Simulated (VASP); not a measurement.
Here is a VASP 6.6.1 calculation.

INCAR

```
SYSTEM = Ge
PREC = Accurate ; ENCUT = 520
EDIFF = 1E-7 ; ISMEAR = 0
SIGMA = 0.15 ; LREAL = .FALSE.
LASPH = .TRUE. ; NELM = 80
ALGO = Fast ; ISIF = 2
LWAVE = .FALSE. ; LCHARG = .FALSE.
GGA = PE ; NBANDS = 36
```

File KPOINTS:

```
Automatic mesh
0
G
  12 12 8
  0 0 0
```

The input POSCAR:

```
Ge
1.0
    4.0581567077      0.0000000000      0.0000000000
   -2.0290783539      3.5144668014      0.0000000000
    0.0000000000      0.0000000000      6.6925281924
Ge
4
Direct
    0.6914025169      0.3514412325      0.0627911807
    0.3085974831      0.6485587675      0.5627911807
    0.6419308165      0.3152254342      0.4372088193
    0.3580691835      0.6847745658      0.9372088193
```

Potentials or basis: VASP PAW PBE potentials, release 64 (Ge_d).

Command:

```console
$ cat potpaw_PBE.64/Ge_d/POTCAR > POTCAR
$ mpirun -np 1 vasp_std > vasp.out
```

**Question.** Estimate the largest force.

**Answer.** 0.080 eV/Å.

**Question.** What does it give for the pressure?

**Answer.** -0.1 GPa.

Forces in eV/Å, atoms in the order of the input:
```
Ge  -0.053 -0.050  0.032
Ge   0.053  0.050  0.032
Ge   0.046  0.050 -0.032
Ge  -0.046 -0.050 -0.032
```

Caveat: the cell differs from its parent crystal (atoms displaced along a vibrational mode).
